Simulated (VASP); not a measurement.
# Mg2C in VASP: settings compared

Aim: see how the results for Mg2C move with the level of theory and the settings. Levels: PBE, r2SCAN. Tasks: single point.

All numbers are computed with VASP 6.6.1; they aren't measurements. Logs are shortened: lines on timing, memory, paths and dates and some standing lists are left out, and cuts for length are marked.

## Step 1: The cell of the first run

It takes space group Fm-3m (No. 225, cubic). The conventional cell has a = 5.097 Å, b = 5.097 Å, c = 5.097 Å, α = 90.00°, β = 90.00°, γ = 90.00°. C (site symmetry m-3m) has 8 Mg at 2.21 Å within 2.9 Å. Within 2.9 Å of Mg (site symmetry -43m) lie 4 C at 2.21 Å and 6 Mg at 2.55 Å.

## Step 2: Single point, PBE (strain -6.0%)

INCAR

```
ALGO = Normal ; EDIFF = 1E-7
ENCUT = 520 ; GGA = PE
ISIF = 2 ; ISMEAR = -1
LASPH = T ; LCHARG = T
LELF = T ; LREAL = F
LVHAR = T ; LWAVE = F
NBANDS = 11 ; NELM = 60
PREC = Accurate ; SIGMA = 0.02
```

KPOINTS

```
k-points
0
Gamma
  8 8 8
```

POSCAR

```
Mg2C
1.0
    0.0000000000      2.5482860610      2.5482860610
    2.5482860610      0.0000000000      2.5482860610
    2.5482860610      2.5482860610      0.0000000000
C Mg
1 2
Direct
    0.0000000000      0.0000000000      0.0000000000
    0.2500000000      0.2500000000      0.2500000000
    0.7500000000      0.7500000000      0.7500000000
```

Potentials or basis: VASP PAW PBE potentials, release 64 (C, Mg).

On the command line:

```bash
> cat potpaw_PBE.64/C/POTCAR potpaw_PBE.64/Mg/POTCAR > POTCAR
> mpirun -np 1 vasp_std > vasp.out
```

OUTCAR:

```text
EDIFF = 1E-7
   ENCUT = 520
   GGA = PE
   ISIF = 2
   ISMEAR = -1
   LASPH = T
   LREAL = F
   NELM = 60
   PREC = Accurate

 ion  position               nearest neighbor table
   1  0.000  0.000  0.000-   3 2.21   3 2.21   3 2.21   2 2.21   2 2.21   2 2.21   3 2.21   2 2.21

   2  0.250  0.250  0.250-   1 2.21   1 2.21   1 2.21   1 2.21   3 2.55   3 2.55   3 2.55   3 2.55
                             3 2.55   3 2.55
   3  0.750  0.750  0.750-   1 2.21   1 2.21   1 2.21   1 2.21   2 2.55   2 2.55   2 2.55   2 2.55
                             2 2.55   2 2.55

  LATTYP: Found a face centered cubic cell.
 ALAT       =     5.0965721220

  Lattice vectors:

 A1 = (   0.0000000000,   2.5482860610,   2.5482860610)
 A2 = (   2.5482860610,   0.0000000000,   2.5482860610)
 A3 = (   2.5482860610,   2.5482860610,   0.0000000000)

Analysis of symmetry for initial positions (statically):
=====================================================================
 Subroutine PRICEL returns:
 Original cell was already a primitive cell.

 Routine SETGRP: Setting up the symmetry group for a
 face centered cubic supercell.

 Subroutine GETGRP returns: Found 48 space group operations
 (whereof 48 operations were pure point group operations)
 out of a pool of 48 trial point group operations.

The static configuration has the point symmetry O_h .

Analysis of symmetry for dynamics (positions and initial velocities):
=====================================================================
 Subroutine PRICEL returns:
 Original cell was already a primitive cell.

 Routine SETGRP: Setting up the symmetry group for a
 face centered cubic supercell.

 Subroutine GETGRP returns: Found 48 space group operations
 (whereof 48 operations were pure point group operations)
 out of a pool of 48 trial point group operations.

The dynamic configuration has the point symmetry O_h .

 Subroutine INISYM returns: Found 48 space group operations
 (whereof 48 operations are pure point group operations),
 and found     1 'primitive' translations

----------------------------------------------------------------------------------------

                                     Primitive cell

  volume of cell :      33.0959

  direct lattice vectors                    reciprocal lattice vectors
     0.000000000  2.548286061  2.548286061    -0.196210311  0.196210311  0.196210311
     2.548286061  0.000000000  2.548286061     0.196210311 -0.196210311  0.196210311
     2.548286061  2.548286061  0.000000000     0.196210311  0.196210311 -0.196210311

  length of vectors
     3.603820708  3.603820708  3.603820708     0.339846227  0.339846227  0.339846227

  position of ions in fractional coordinates (direct lattice)
     0.000000000  0.000000000  0.000000000
     0.250000000  0.250000000  0.250000000
     0.750000000  0.750000000  0.750000000

  ion indices of the primitive-cell ions
   primitive index   ion index
                 1           1
                 2           2
                 3           3

----------------------------------------------------------------------------------------

 KPOINTS: k-points

Automatic generation of k-mesh.
 Grid dimensions read from file:
 generate k-points for:    8    8    8

 Generating k-lattice:

  Cartesian coordinates                     Fractional coordinates (reciprocal lattice)
    -0.024526289  0.024526289  0.024526289     0.125000000  0.000000000  0.000000000
     0.024526289 -0.024526289  0.024526289     0.000000000  0.125000000  0.000000000
     0.024526289  0.024526289 -0.024526289     0.000000000  0.000000000  0.125000000

  Length of vectors
     0.042480778  0.042480778  0.042480778

  Shift w.r.t. Gamma in fractional coordinates (k-lattice)
     0.000000000  0.000000000  0.000000000

 Subroutine IBZKPT returns following result:
 ===========================================

 Found     29 irreducible k-points:

 Following reciprocal coordinates:
            Coordinates               Weight
  0.000000  0.000000  0.000000      1.000000
  0.125000  0.000000  0.000000      8.000000
  0.250000  0.000000  0.000000      8.000000
  0.375000  0.000000  0.000000      8.000000
  0.500000  0.000000  0.000000      4.000000
  0.125000  0.125000  0.000000      6.000000
[... 16 lines left out ...]
  0.500000  0.250000  0.125000     48.000000
 -0.375000  0.250000  0.125000     24.000000
 [... further k-points ...]
   k-points           NKPTS =     29   k-points in BZ     NKDIM =     29   number of bands    NBANDS=     11
   number of dos      NEDOS =    301   number of ions     NIONS =      3
   total plane-waves  NPLWV =  21952
   dimension x,y,z NGX =    28 NGY =   28 NGZ =   28
   dimension x,y,z NGXF=    56 NGYF=   56 NGZF=   56
   ions per type =               1   2
   NGX,Y,Z   is equivalent  to a cutoff of  12.92, 12.92, 12.92 a.u.
   NGXF,Y,Z  is equivalent  to a cutoff of  25.83, 25.83, 25.83 a.u.
 SYSTEM =  unknown system
   PREC   = accura    normal or accurate (medium, high low for compatibility)
   ISTART =      0    job   : 0-new  1-cont  2-samecut
   ICHARG =      2    charge: 1-file 2-atom 10-const
   ISPIN  =      1    spin polarized calculation?
   LNONCOLLINEAR =      F non collinear calculations
   LSORBIT =      F    spin-orbit coupling
   LASPH  =      T    aspherical Exc in radial PAW
   ENCUT  =  520.0 eV  38.22 Ry    6.18 a.u.   6.70  6.70  6.70*2*pi/ulx,y,z
   NELM   =     60;   NELMIN=  2; NELMDL= -5     # of ELM steps
   EDIFF  = 0.1E-06   stopping-criterion for ELM
   LREAL  =      F    real-space projection
   EDIFFG = 0.1E-05   stopping-criterion for IOM
   NSW    =      0    number of steps for IOM
   IBRION =     -1    ionic relax: 0-MD 1-quasi-New 2-CG
   NFREE  =      0    steps in history (QN), initial steepest desc. (CG)
   ISIF   =      2    stress and relaxation
   ISYM   =      2    0-nonsym 1-usesym 2-fastsym
   POTIM  = 0.5000    time-step for ionic-motion
   TEBEG  =    0.0;   TEEND  =   0.0 temperature during run
   PSTRESS=    0.0 pullay stress
   NELECT =       8.0000    total number of electrons
   NUPDOWN=      -1.0000    fix difference up-down
   EMIN   =  10.00;   EMAX   =-10.00  energy-range for DOS
   EFERMI =   0.00;   METHOD = LEGACY
   ISMEAR =    -1;   SIGMA  =   0.02  broadening in eV -4-tet -1-fermi 0-gaus
   EFERMI_NEDOS =   21; number of points for ismear=-14 and -15
   IALGO  =     38    algorithm
   IMIX   =      4    mixing-type and parameters
     AMIX     =   0.40;   BMIX     =  1.00
     AMIX_MAG =   1.60;   BMIX_MAG =  1.00
  volume/ion in A,a.u.               =      11.03        74.45
  Fermi-wavevector in a.u.,A,eV,Ry     =   1.019796  1.927135 14.149841  1.039984
  Thomas-Fermi vector in A             =   2.153330
   LORBIT       =      0    0 simple, 1 ext, 2 COOP (PROOUT), +10 PAW based schemes
   GGA     = PE    functional components
   LHFCALC =     F    Hartree Fock is set to
   AEXX    =    0.0000 exact exchange contribution
   IVDW    =     0    specifies the selected vdW correction
   LEPSILON=     F    determine dielectric tensor
   LRPA    =     F    only Hartree local field effects (RPA)
 non-spin polarized calculation
  energy-cutoff  :      520.00
  volume of cell :       33.10
 maximum number of plane-waves:       911
   NGX = 13   NGY = 13   NGZ = 13

 number of electron       8.0000001 magnetization

 Free energy of the ion-electron system (eV)
  ---------------------------------------------------
  ext. energy  EPLUGINS =         0.00000000
  ---------------------------------------------------
  free energy    TOTEN  =       -10.92285450 eV

  energy without entropy =      -10.92285450  energy(sigma->0) =      -10.92285450

 E-fermi :   5.2758     XC(G=0): -10.6653

 val. band max:        4.8914221055   @ k =   0.0000   0.0000   0.0000
 cond. band min:       5.6251768004   @ k =   0.5000   0.5000   0.0000
 fundamental gap:      0.7337546949
 Fermi energy:         5.2758438605

 k-point     1 :       0.0000    0.0000    0.0000
  band No.  band energies     occupation
      1      -6.5558      2.00000
      2       4.8914      2.00000
      3       4.8914      2.00000
      4       4.8914      2.00000
      5       7.6541      0.00000
      6      12.7785      0.00000
      7      12.7785      0.00000
      8      12.7785      0.00000
      9      15.3962      0.00000
     10      15.3962      0.00000
     11      16.9433      0.00000

 k-point     2 :       0.1250    0.0000    0.0000
  band No.  band energies     occupation
      1      -6.3569      2.00000
      2       3.7959      2.00000
      3       4.8258      2.00000
      4       4.8258      2.00000
      5       8.4650      0.00000
      6      12.6779      0.00000
      7      12.9236      0.00000
      8      12.9236      0.00000
      9      14.4130      0.00000
     10      14.4130      0.00000
     11      16.6488      0.00000

 k-point     3 :       0.2500    0.0000    0.0000
  band No.  band energies     occupation
      1      -5.7993      2.00000
      2       1.9930      2.00000
      3       4.6813      2.00000
      4       4.6813      2.00000
      5       9.3459      0.00000
      6      12.2871      0.00000
      7      12.2871      0.00000
      8      12.3695      0.00000
      9      14.9231      0.00000
     10      14.9231      0.00000
     11      16.7027      0.00000

 k-point     4 :       0.3750    0.0000    0.0000
  band No.  band energies     occupation
      1      -5.0526      2.00000
      2       0.4029      2.00000
      3       4.5533      2.00000
      4       4.5533      2.00000
      5       9.7235      0.00000
      6      11.5281      0.00000
      7      11.5281      0.00000
      8      11.8400      0.00000
      9      16.6666      0.00000
     10      16.6666      0.00000
     11      17.7879      0.00000

 k-point     5 :       0.5000    0.0000    0.0000
  band No.  band energies     occupation
      1      -4.6277      2.00000
      2      -0.3144      2.00000
      3       4.5044      2.00000
      4       4.5044      2.00000
      5       9.8406      0.00000
      6      11.2558      0.00000
      7      11.2558      0.00000
      8      11.5503      0.00000
      9      18.2115      0.00000
     10      18.2115      0.00000
     11      18.6381      0.00000
[... 211 lines left out ...]
 k-point    21 :       0.5000    0.5000    0.0000
  band No.  band energies     occupation
      1      -4.0210      2.00000
      2       0.5651      2.00000
      3       3.3080      2.00000
      4       3.3080      2.00000
      5       5.6252      0.00000
      6      10.1548      0.00000
      7      15.8258      0.00000
      8      15.8258      0.00000
      9      15.8667      0.00000
     10      19.6516      0.00000
     11      21.4459      0.00000

 k-point    22 :       0.3750    0.2500    0.1250
  band No.  band energies     occupation
      1      -5.3413      2.00000
      2       1.7638      2.00000
      3       3.5124      2.00000
      4       4.3543      2.00000
      5       9.0145      0.00000
      6      11.7834      0.00000
      7      12.0582      0.00000
      8      13.3412      0.00000
      9      14.3823      0.00000
     10      17.4440      0.00000
     11      19.2377      0.00000

 k-point    23 :       0.5000    0.2500    0.1250
  band No.  band energies     occupation
      1      -4.6811      2.00000
      2       0.7883      2.00000
      3       3.0033      2.00000
      4       4.0247      2.00000
      5       8.9264      0.00000
      6      11.3157      0.00000
      7      12.8312      0.00000
      8      13.1664      0.00000
      9      15.3195      0.00000
     10      17.8825      0.00000
     11      19.9215      0.00000

 k-point    24 :      -0.3750    0.2500    0.1250
  band No.  band energies     occupation
      1      -4.3264      2.00000
      2       0.2770      2.00000
      3       2.8855      2.00000
      4       3.8364      2.00000
      5       8.9082      0.00000
      6      11.0507      0.00000
      7      13.0520      0.00000
      8      13.5309      0.00000
      9      16.1752      0.00000
     10      16.9854      0.00000
     11      20.4284      0.00000

 [... further k-points ...]

------------------------ aborting loop because EDIFF is reached ----------------------------------------

  FORCE on cell =-STRESS in cart. coord.  units (eV):
  Direction    XX          YY          ZZ          XY          YZ          ZX
  --------------------------------------------------------------------------------------
  -------------------------------------------------------------------------------------
  Total        5.8718398      5.8718398      5.8718398      0.0000000      0.0000000      0.0000000
  in kB      284.2563970    284.2563970    284.2563970      0.0000000      0.0000000      0.0000000
  external PRESSURE =     284.2563970 kB  Pullay stress =       0.0000000 kB

 VOLUME and BASIS-vectors are now :
 -----------------------------------------------------------------------------
  energy-cutoff  :      520.00
  volume of cell :       33.10
      direct lattice vectors                 reciprocal lattice vectors
     0.000000000  2.548286061  2.548286061    -0.196210311  0.196210311  0.196210311
     2.548286061  0.000000000  2.548286061     0.196210311 -0.196210311  0.196210311
     2.548286061  2.548286061  0.000000000     0.196210311  0.196210311 -0.196210311

 POSITION                                       TOTAL-FORCE (eV/Angst)
 -----------------------------------------------------------------------------------
      0.00000      0.00000      0.00000        -0.000000     -0.000000      0.000000
      1.27414      1.27414      1.27414        -0.000000     -0.000000     -0.000000
      3.82243      3.82243      3.82243         0.000000      0.000000      0.000000
 -----------------------------------------------------------------------------------
    total drift:                               -0.000000     -0.000000      0.000000

  FREE ENERGIE OF THE ION-ELECTRON SYSTEM (eV)
  ---------------------------------------------------
  free  energy   TOTEN  =       -10.9228545037 eV

  energy  without entropy=      -10.9228545035  energy(sigma->0) =      -10.92285450
```

It took 12 s on 1 thread of Intel Xeon Platinum 8488C (Sapphire Rapids), shared host; peak memory 0.16 GiB.

Results:

```yaml
Free_energy: -10.9229 eV
Pressure: 28.4 GPa
Band_gap_on_the_k_mesh: 0.73 eV (least direct gap 2.32 eV)
```

Caveat: the cell differs from its parent crystal (strain -6.0%); the cell stands under pressure.

## Step 3: Single point, r2SCAN (strain -6.0%)

POSCAR is that of step 2.

INCAR.step1

```
SYSTEM = Mg2C
PREC     = Accurate       ! precision mode
ENCUT    = 520            ! plane-wave cutoff, eV
ISMEAR   = 0              ! smearing method
SIGMA    = 0.01           ! smearing width, eV
LREAL    = .FALSE.        ! projectors in reciprocal space
LASPH    = .TRUE.         ! aspherical terms in the spheres
NELM     = 100            ! most SCF steps
NBANDS   = 11             ! bands
GGA      = PE             ! functional
ALGO     = Normal         ! electronic algorithm
EDIFF    = 1E-4           ! SCF threshold, eV
LWAVE    = .TRUE.         ! write WAVECAR
LCHARG   = .FALSE.        ! write CHGCAR
```

INCAR.step2

```
SYSTEM = Mg2C
PREC     = Accurate       ! precision mode
ENCUT    = 520            ! plane-wave cutoff, eV
EDIFF    = 1E-7           ! SCF threshold, eV
ISMEAR   = 0              ! smearing method
SIGMA    = 0.01           ! smearing width, eV
LREAL    = .FALSE.        ! projectors in reciprocal space
LASPH    = .TRUE.         ! aspherical terms in the spheres
NELM     = 100            ! most SCF steps
ALGO     = Normal         ! electronic algorithm
ISIF     = 2              ! what is computed and relaxed
LWAVE    = .FALSE.        ! write WAVECAR
LCHARG   = .FALSE.        ! write CHGCAR
METAGGA  = R2SCAN         ! meta-GGA
LMIXTAU  = .TRUE.       
NBANDS   = 11             ! bands
ISTART   = 1
```

KPOINTS

```
Automatic mesh
0
G
  8 8 8
  0 0 0
```

Potentials or basis: VASP PAW PBE potentials, release 64 (C, Mg).

On the command line:

```bash
> cat potpaw_PBE.64/C/POTCAR potpaw_PBE.64/Mg/POTCAR > POTCAR
> cp INCAR.step1 INCAR
> mpirun -np 1 vasp_std > vasp.out
> cp INCAR.step2 INCAR
> mpirun -np 1 vasp_std > vasp.out
```

Run time: 48 s. Hardware: 1 thread of Intel Xeon Platinum 8488C (Sapphire Rapids), shared host; peak memory 0.16 GiB.

The run converged. Its results:

```
Free energy            : -17.3450 eV
Pressure               : 26.1 GPa
Band gap on the k mesh : 1.13 eV (least direct gap 2.74 eV)
```

Levels at points of the mesh, in eV from the valence-band top:
```tsv
k point	band 2	band 3	band 4	band 5	band 6	band 7
(0.00, 0.00, 0.00)	0.00	0.00	0.00	3.29	8.57	8.57
(0.50, 0.00, 0.00)	-5.26	-0.39	-0.39	5.60	6.91	6.91
(0.50, 0.50, 0.00)	-4.37	-1.62	-1.62	1.13	5.97	11.90
```

Caveat: the cell differs from its parent crystal (strain -6.0%); the cell stands under pressure; the PAW data sets were made with another functional, which shifts forces and pressure a little. A k mesh can miss the band edges.

## Step 4: Single point, PBE (shear xy strain +3.5%)

INCAR

```
PREC = Accurate ; ENCUT = 520
EDIFF = 1E-7 ; ISMEAR = -1
SIGMA = 0.02 ; LREAL = F
LASPH = T ; NELM = 80
ALGO = Normal ; ISIF = 2
LWAVE = F ; LCHARG = T
GGA = PE ; LELF = T
LVHAR = T ; NBANDS = 11
```

KPOINTS

```
regular mesh
0
Gamma
  8 8 8
```

POSCAR

```
Mg2C
1.0
    0.0479836843      2.7109426181      2.7109426181
    2.7109426181      0.0479836843      2.7109426181
    2.7589263025      2.7589263025      0.0000000001
C Mg
1 2
Direct
    0.0000000000      0.0000000000      0.0000000000
    0.2505906167      0.2505906167      0.2494093833
    0.7494093833      0.7494093833      0.7505906167
```

On the command line:

```bash
> cat potpaw_PBE.64/C/POTCAR potpaw_PBE.64/Mg/POTCAR > POTCAR
> mpirun -np 1 vasp_std > vasp.out
```

Run time: 39 s. Hardware: 1 thread of Intel Xeon Platinum 8488C (Sapphire Rapids), shared host; peak memory 0.19 GiB.

The run converged. Its results:

```
Free energy            : -11.4720 eV
Pressure               : 2.0 GPa
Largest force          : 0.011 eV/Å
Band gap on the k mesh : 0.64 eV (least direct gap 1.40 eV)
```

Forces in eV/Å, atoms in the order of the input:
```
C    0.000  0.000  0.000
Mg   0.000  0.000 -0.011
Mg   0.000  0.000  0.011
```

Stress tensor (GPa, compression positive):
```
 1.98 -2.07  0.00
-2.07  1.98  0.00
 0.00  0.00  1.91
```

Levels at points of the mesh, in eV from the valence-band top:
```tsv
k point	band 2	band 3	band 4	band 5	band 6	band 7
(0.00, 0.00, 0.00)	-0.14	-0.08	0.00	1.40	6.21	6.58
(0.50, 0.00, 0.00)	-4.77	-0.56	-0.53	3.27	5.31	5.54
(0.50, 0.50, 0.00)	-4.12	-1.77	-1.43	0.64	4.09	8.92
(0.00, 0.00, 0.50)	-4.87	-0.46	-0.42	3.48	5.59	5.81
(0.50, 0.00, 0.50)	-4.11	-1.60	-1.60	0.66	4.06	8.81
```

Caveat: the cell differs from its parent crystal (shear xy strain +3.5%). A k mesh can miss the band edges.

## Step 5: Overview

| level | cell | smearing | gap on the mesh (eV) | pressure (GPa) |
| --- | --- | --- | --- | --- |
| PBE | a = 3.604 Å, angles 60.0°, 3 atoms | fermi-dirac 0.02 eV | 0.73 | 28.4 |
| r2SCAN | a = 3.604 Å, angles 60.0°, 3 atoms | gaussian 0.01 eV | 1.13 | 26.1 |
| PBE | a = 3.834, b = 3.834, c = 3.902 Å, angles 59.4, 59.4, 58.8°, 3 atoms | fermi-dirac 0.02 eV | 0.64 | 2.0 |

Alike in all rows: task single point; potentials or basis VASP PAW PBE potentials, release 64 (C, Mg); no spin polarisation; k mesh 8 × 8 × 8; cutoff (eV) 520.

Caveats: the cell stands under pressure (at least some runs); the PAW data sets were made with another functional, which shifts forces and pressure a little (at least some runs).

Absolute energies hang on the potentials; compare differences alone.
